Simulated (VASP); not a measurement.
# Sb (Fm-3m) in VASP: a series of runs

The runs below take Sb through relaxation of cell and atoms, with PBE.

All numbers are computed with VASP 6.6.1; they aren't measurements. Logs are shortened: lines on timing, memory, paths and dates and some standing lists are left out, and cuts for length are marked.

## (1) The cell of the first run

It takes space group Fm-3m (No. 225, cubic). The conventional cell has a = 4.446 Å, b = 4.446 Å, c = 4.446 Å, α = 90.00°, β = 90.00°, γ = 90.00°. Within 4.1 Å of Sb (site symmetry m-3m) lie 12 Sb at 3.14 Å.

## (2) Relaxation of cell and atoms, PBE, target pressure 22 GPa, at which the enthalpy is minimised

The input, INCAR:

```
ALGO     = Normal         # electronic algorithm
EDIFF    = 1E-7           # SCF threshold, eV
EDIFFG   = -0.005         # ionic threshold
ENCUT    = 600            # plane-wave cutoff, eV
GGA      = PE             # functional
IBRION   = 2              # ionic algorithm
ISIF     = 3              # what is computed and relaxed
ISMEAR   = -1             # smearing method
LASPH    = T              # aspherical terms in the spheres
LCHARG   = F              # write CHGCAR
LREAL    = F              # projectors in reciprocal space
LWAVE    = F              # write WAVECAR
NELM     = 100            # most SCF steps
NSW      = 60             # ionic steps
PREC     = Accurate       # precision mode
PSTRESS  = 220.0        
SIGMA    = 0.08           # smearing width, eV
```

The input, KPOINTS:

```
k-points
0
Gamma
  15 15 15
```

The input, POSCAR:

```
Sb
1.0
    0.0000000000      2.2232298250      2.2232298250
    2.2232298250      0.0000000000      2.2232298250
    2.2232298250      2.2232298250      0.0000000000
Sb
1
Direct
    0.0000000000      0.0000000000      0.0000000000
```

Potentials or basis: VASP PAW PBE potentials, release 64 (Sb).

The run is started by

```bash
$ cat potpaw_PBE.64/Sb/POTCAR > POTCAR
$ mpirun -np 1 vasp_std > vasp.out
```

OUTCAR:

```text
EDIFF = 1E-7
   EDIFFG = -0.005
   ENCUT = 600
   GGA = PE
   IBRION = 2
   ISIF = 3
   ISMEAR = -1
   LASPH = T
   LREAL = F
   NELM = 100
   NSW = 60
   PREC = Accurate
   PSTRESS = 220.0

 ion  position               nearest neighbor table
   1  0.000  0.000  0.000-

  LATTYP: Found a face centered cubic cell.
 ALAT       =     4.4464596500

  Lattice vectors:

 A1 = (   0.0000000000,   2.2232298250,   2.2232298250)
 A2 = (   2.2232298250,   0.0000000000,   2.2232298250)
 A3 = (   2.2232298250,   2.2232298250,   0.0000000000)

Analysis of symmetry for initial positions (statically):
=====================================================================
 Subroutine PRICEL returns:
 Original cell was already a primitive cell.

 Routine SETGRP: Setting up the symmetry group for a
 face centered cubic supercell.

 Subroutine GETGRP returns: Found 48 space group operations
 (whereof 48 operations were pure point group operations)
 out of a pool of 48 trial point group operations.

The static configuration has the point symmetry O_h .

Analysis of symmetry for dynamics (positions and initial velocities):
=====================================================================
 Subroutine PRICEL returns:
 Original cell was already a primitive cell.

 Routine SETGRP: Setting up the symmetry group for a
 face centered cubic supercell.

 Subroutine GETGRP returns: Found 48 space group operations
 (whereof 48 operations were pure point group operations)
 out of a pool of 48 trial point group operations.

The dynamic configuration has the point symmetry O_h .

 Subroutine INISYM returns: Found 48 space group operations
 (whereof 48 operations are pure point group operations),
 and found     1 'primitive' translations

----------------------------------------------------------------------------------------

                                     Primitive cell

  volume of cell :      21.9777

  direct lattice vectors                    reciprocal lattice vectors
     0.000000000  2.223229825  2.223229825    -0.224898026  0.224898026  0.224898026
     2.223229825  0.000000000  2.223229825     0.224898026 -0.224898026  0.224898026
     2.223229825  2.223229825  0.000000000     0.224898026  0.224898026 -0.224898026

  length of vectors
[... 82 lines left out ...]
   EDIFFG = -.5E-02   stopping-criterion for IOM
   NSW    =     60    number of steps for IOM
   IBRION =      2    ionic relax: 0-MD 1-quasi-New 2-CG
   NFREE  =      1    steps in history (QN), initial steepest desc. (CG)
   ISIF   =      3    stress and relaxation
   ISYM   =      2    0-nonsym 1-usesym 2-fastsym
   POTIM  = 0.5000    time-step for ionic-motion
   TEBEG  =    0.0;   TEEND  =   0.0 temperature during run
   PSTRESS=  220.0 pullay stress
   NELECT =       5.0000    total number of electrons
   NUPDOWN=      -1.0000    fix difference up-down
   EMIN   =  10.00;   EMAX   =-10.00  energy-range for DOS
   EFERMI =   0.00;   METHOD = LEGACY
   ISMEAR =    -1;   SIGMA  =   0.08  broadening in eV -4-tet -1-fermi 0-gaus
   EFERMI_NEDOS =   21; number of points for ismear=-14 and -15
   IALGO  =     38    algorithm
   IMIX   =      4    mixing-type and parameters
     AMIX     =   0.40;   BMIX     =  1.00
     AMIX_MAG =   1.60;   BMIX_MAG =  1.00
  volume/ion in A,a.u.               =      21.98       148.31
  Fermi-wavevector in a.u.,A,eV,Ry     =   0.999395  1.888583 13.589366  0.998790
  Thomas-Fermi vector in A             =   2.131682
   LORBIT       =      0    0 simple, 1 ext, 2 COOP (PROOUT), +10 PAW based schemes
   GGA     = PE    functional components
   LHFCALC =     F    Hartree Fock is set to
   AEXX    =    0.0000 exact exchange contribution
   IVDW    =     0    specifies the selected vdW correction
   LEPSILON=     F    determine dielectric tensor
   LRPA    =     F    only Hartree local field effects (RPA)
 conjugate gradient relaxation of ions
 non-spin polarized calculation
  energy-cutoff  :      600.00
  volume of cell :       21.98
 maximum number of plane-waves:       751
 NGX is ok and might be reduce to    28
   NGX = 13   NGY = 13   NGZ = 13

--------------------------------------- Ionic step        1  -------------------------------------------

 number of electron       5.0000000 magnetization

 Free energy of the ion-electron system (eV)
  ---------------------------------------------------
  ext. energy  EPLUGINS =         0.00000000
  ---------------------------------------------------
  free energy    TOTEN  =        -3.53011951 eV

  energy without entropy =       -3.51832399  energy(sigma->0) =       -3.52422175

------------------------ aborting loop because EDIFF is reached ----------------------------------------

  FORCE on cell =-STRESS in cart. coord.  units (eV):
  Direction    XX          YY          ZZ          XY          YZ          ZX
  --------------------------------------------------------------------------------------
  -------------------------------------------------------------------------------------
  Total        2.9993935      2.9993935      2.9993935      0.0000000      0.0000000      0.0000000
  in kB      218.6557718    218.6557718    218.6557718      0.0000000      0.0000000      0.0000000
  external PRESSURE =      -1.3442282 kB  Pullay stress =     220.0000000 kB
[... 61 lines left out ...]
--------------------------------------- Ionic step        3  -------------------------------------------

 number of electron       5.0000000 magnetization

 Free energy of the ion-electron system (eV)
  ---------------------------------------------------
  ext. energy  EPLUGINS =         0.00000000
  ---------------------------------------------------
  free energy    TOTEN  =        -3.52720291 eV

  energy without entropy =       -3.51540818  energy(sigma->0) =       -3.52130555

 E-fermi :  11.5111     XC(G=0): -11.1513

 val. band max:       11.4734567520   @ k =  -0.2667   0.4000   0.1333
 cond. band min:      11.5196896111   @ k =   0.4000   0.2667   0.1333
 fundamental gap:      0.0462328591
 Fermi energy:        11.5111025706

 k-point     1 :       0.0000    0.0000    0.0000
  band No.  band energies     occupation
      1      -3.2695      2.00000
      2      18.4110      0.00000
      3      18.4110      0.00000
      4      18.4110      0.00000
      5      21.5874      0.00000
      6      22.1112      0.00000
[... 199 lines left out ...]
 k-point    24 :       0.2000    0.1333    0.0000
  band No.  band energies     occupation
      1      -2.3152      2.00000
      2      14.2692      0.00000
      3      15.6433      0.00000
      4      16.5170      0.00000
      5      19.1142      0.00000
      6      20.8912      0.00000

 [... further k-points ...]
[... 5 lines left out ...]
  --------------------------------------------------------------------------------------
  -------------------------------------------------------------------------------------
  Total        3.0166036      3.0166036      3.0166036     -0.0000000     -0.0000000      0.0000000
  in kB      220.1238062    220.1238062    220.1238062     -0.0000000     -0.0000000      0.0000000
  external PRESSURE =       0.1238062 kB  Pullay stress =     220.0000000 kB
[... 20 lines left out ...]
  energy  without entropy=       -3.5154081771  energy(sigma->0) =       -3.52130555

  enthalpy is  TOTEN    =        -0.5122959289 eV   P V=        3.0149069860

 reached required accuracy - stopping structural energy minimisation
```

It took 17 s on 1 thread of Intel Xeon 6975P-C (Granite Rapids), shared host; peak memory 0.17 GiB.

Results:

```yaml
Free_energy: -3.5272 eV
Relaxed_volume: 21.96 Å³/atom
Relaxed_cell: a = 3.143 Å, b = 3.143 Å, c = 3.143 Å, α = 60.00°, β = 60.00°, γ = 60.00°
Space_group_after_relaxing_to_0.05_Å: Fm-3m (No. 225)
Energy_change_on_relaxing_the_enthalpy_is_what_falls: +2.9 meV/atom
Ionic_steps: 3
Pressure_after_relaxing: 22.0 GPa
```

The path:
```csv
step,energy change (eV),largest force (eV/Å),pressure (GPa),volume (Å³)
1,0.0000,0.0000,21.87,21.98
2,0.0081,0.0000,22.27,21.92
3,0.0029,0.0000,22.01,21.96
```

Final structure:
```xyz
1
Lattice="0.0000 2.2225 2.2225 2.2225 0.0000 2.2225 2.2225 2.2225 0.0000" Properties=species:S:1:pos:R:3 pbc="T T T"
Sb    0.0000    0.0000    0.0000
```

Levels at points of the mesh, in eV from the Fermi level:
| k point | band 1 | band 2 | band 3 | band 4 | band 5 | band 6 |
| --- | --- | --- | --- | --- | --- | --- |
| (0.00, 0.00, 0.00) | -14.78 | 6.90 | 6.90 | 6.90 | 10.08 | 10.60 |

Caveat: the cell is relaxed towards a set pressure, so the enthalpy falls and the energy may rise; spin-orbit coupling is left out, which moves the levels of the heavy elements.

(Continued in part 2 of 2.)
